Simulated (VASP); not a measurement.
A run of VASP 6.6.1 is set up as follows.

The input INCAR:

```
PREC     = Accurate       # precision mode
ENCUT    = 520            # plane-wave cutoff, eV
EDIFF    = 1E-6           # SCF threshold, eV
ISMEAR   = -1             # smearing method
SIGMA    = 0.05           # smearing width, eV
LREAL    = False          # projectors in reciprocal space
LASPH    = True           # aspherical terms in the spheres
NELM     = 100            # most SCF steps
ALGO     = Normal         # electronic algorithm
ISIF     = 2              # what is computed and relaxed
LWAVE    = False          # write WAVECAR
LCHARG   = False          # write CHGCAR
NBANDS   = 41             # bands
```

KPOINTS

```
Automatic mesh
0
Gamma
  3 3 6
```

POSCAR

```
Ca2Zn
1.0
    7.2540440345      0.0000000000      0.0000000000
    0.0000000000      7.2540440345      0.0000000000
    0.0000000000      0.0000000000      3.8401502697
Ca Zn
4 2
Direct
    0.2821600000      0.2821600000      0.0000000000
    0.7178400000      0.7178400000      0.0000000000
    0.2178400000      0.7821600000      0.5000000000
    0.7821600000      0.2178400000      0.5000000000
    0.0000000000      0.0000000000      0.0000000000
    0.5000000000      0.5000000000      0.5000000000
```

Potentials or basis: VASP PAW LDA potentials, release 64 (Ca_sv, Zn).

Launch:

```console
$ cat potpaw_LDA.64/Ca_sv/POTCAR potpaw_LDA.64/Zn/POTCAR > POTCAR
$ mpirun -np 1 vasp_std > vasp.out
```

(1) Predict the band gap on the k mesh.

(2) Predict the largest force.

(3) Estimate the pressure.

Answers

(1) zero (bands 32 and 33 overlap by 0.25 eV).

(2) 0.004 eV/Å.

(3) -0.6 GPa.
